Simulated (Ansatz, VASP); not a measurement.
Two plane-wave programs on W

```
W
1.0
    -1.56808    1.56808    1.56808
     1.56808   -1.56808    1.56808
     1.56808    1.56808   -1.56808
W
1
Direct
  0.00000 0.00000 0.00000
```

Alike in both runs: functional LDA; k mesh 18 × 18 × 18; occupations gaussian, width 0.1 eV; no spin polarisation.

Ansatz relaxed the structure, and its values are those at the end. VASP's run is a single point on that final structure, the one shown.

|  | VASP | Ansatz |
| --- | --- | --- |
| version | VASP 6.6.1 | Ansatz 0.2.0 |
| potentials or method | VASP PAW LDA potentials, release 64 (W_sv), cutoff 520 eV | scalar-relativistic, plane waves, PAW |
| valence electrons in the cell | 14 | 14 |

```csv
,VASP,Ansatz,Ansatz less VASP
gap on the k mesh at the Fermi level (eV),none,none,-
pressure (GPa),1.9,0.0,-1.89
```

Ansatz warns that its potentials were made for another functional, while VASP's fit it. LDA's correlation is that of Perdew and Zunger in VASP and of Perdew and Wang (1992) in Ansatz. A gap of «none» marks a metal or a gap that the smearing closes.

Spin-orbit coupling is off throughout.
